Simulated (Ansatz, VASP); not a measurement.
# Sb in VASP and in Ansatz

INCAR

```
ALGO = Normal
EDIFF = 1E-6
ENCUT = 520
GGA = PE
ISIF = 2
ISMEAR = -1
LASPH = T
LCHARG = F
LREAL = F
LWAVE = F
NBANDS = 12
NELM = 60
PREC = Accurate
SIGMA = 0.05
```

Contents of KPOINTS:

```
k-points
0
Gamma
  9 9 9
```

File POSCAR:

```
Sb
1.0
    2.2004568288      1.3005956839      3.7779225001
   -2.1007438352      1.2575836773      3.7349104935
    0.0126070064     -2.4458593611      3.7191670064
Sb
2
Direct
    0.2336400000      0.2336400000      0.2336400000
    0.7663600000      0.7663600000      0.7663600000
```

Input for Ansatz:

```yaml
crystal:
  lattice:
    - [2.2004568288, 1.3005956839, 3.7779225001]
    - [-2.1007438352, 1.2575836773, 3.7349104935]
    - [0.0126070064, -2.4458593611, 3.7191670064]
  atoms:
    - { symbol: Sb, position: [0.23364, 0.23364, 0.23364] }
    - { symbol: Sb, position: [0.76636, 0.76636, 0.76636] }
kpoints:
  mp_grid: { grid: [9, 9, 9] }
  band_path:
    path:
      - [0.0, 0.0, 0.0]
      - [-0.5, -0.5, -0.5]
      - [0.5, 0.0, 0.0]
      - [0.0, 0.0, 0.0]
      - [0.0, 0.0, 0.5]
      - [0.0, -0.5, 0.0]
      - [0.0, 0.0, 0.0]
      - [0.5, 0.0, 0.5]
      - [-0.5, -0.5, 0.0]
    npoints: 5
scf:
  occupations: { method: fermi_dirac, width: 0.05 }
hamiltonian:
  xc: pbe
  pseudopotentials: { kind: all_electron, lapw: { basis_error: 0.0005 } }
output:
  forces: true
  stress: true
  eigenvalues: true
```

Change from the starting cell: equal xy, yz and zx shear strains of +2 %.

Alike in both runs: task single point; functional PBE; k mesh 9 × 9 × 9; occupations fermi-dirac, width 0.05 eV; no spin polarisation.

|  | VASP | Ansatz |
| --- | --- | --- |
| version | VASP 6.6.1 | Ansatz 0.2.0 |
| potentials or method | VASP PAW PBE potentials, release 64 (Sb), cutoff 520 eV | all-electron LAPW, scalar-relativistic |

VASP gave:

| Item | Value |
| --- | --- |
| pressure (GPa) | 3.2 |
| traceless stress, the component that is largest in VASP (GPa) | -1.22 |
| rms of the force components (eV/Å) | 0.156 |

**Question.** What did Ansatz give for the same quantities?

**Answer.** Pressure (GPa): 3.2; traceless stress, the component that is largest in VASP (GPa): -1.21; rms of the force components (eV/Å): 0.132.

Atom by atom the forces differ by 0.026 eV/Å (rms over components). Ansatz ran all-electron here, and VASP with PAW potentials.

Spin-orbit coupling is off throughout.
